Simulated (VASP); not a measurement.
A run of VASP 6.6.1:

Contents of INCAR:

```
SYSTEM = NaF2
PREC     = Accurate       ! precision mode
ENCUT    = 600            ! plane-wave cutoff, eV
EDIFF    = 1E-6           ! SCF threshold, eV
ISMEAR   = 0              ! smearing method
SIGMA    = 0.1            ! smearing width, eV
LREAL    = .False.        ! projectors in reciprocal space
LASPH    = .True.         ! aspherical terms in the spheres
NELM     = 150            ! most SCF steps
ALGO     = Normal         ! electronic algorithm
ISIF     = 3              ! what is computed and relaxed
LWAVE    = .False.        ! write WAVECAR
LCHARG   = .False.        ! write CHGCAR
ISPIN    = 2              ! spin polarisation
MAGMOM   = 0 0.52 0.52    ! initial moments
LORBIT   = 11             ! projections on sites
GGA      = PE             ! functional
IBRION   = 2              ! ionic algorithm
NSW      = 90             ! ionic steps
EDIFFG   = -0.04          ! ionic threshold
```

File KPOINTS:

```
regular mesh
0
Gamma
  6 6 4
  0 0 0
```

The input POSCAR:

```
NaF2
1.0
    3.4774329298      0.0000000000      0.0000000000
   -1.7387164649      3.0115452572      0.0000000000
    0.0000000000      0.0000000000      3.7547033295
Na F
1 2
Direct
    0.0000000000      0.0000000000      0.0000000000
    0.3333333333      0.6666666667      0.5000000000
    0.6666666667      0.3333333333      0.5000000000
```

Potentials or basis: VASP PAW PBE potentials, release 64 (Na_pv, F).

The run is started by

```console
$ cat potpaw_PBE.64/Na_pv/POTCAR potpaw_PBE.64/F/POTCAR > POTCAR
$ mpirun -np 1 vasp_std > vasp.out
```

Hardware: 1 thread of Intel(R) Xeon(R) 6975P-C (Granite Rapids), on a shared host.

Problem. How long does it take, and how much memory?

Solution. It took 59 s on 1 thread of Intel(R) Xeon(R) 6975P-C (Granite Rapids), with other jobs on the host, peak memory 0.18 GiB. Counts: scf iterations 71, k points 21, ion steps 7.
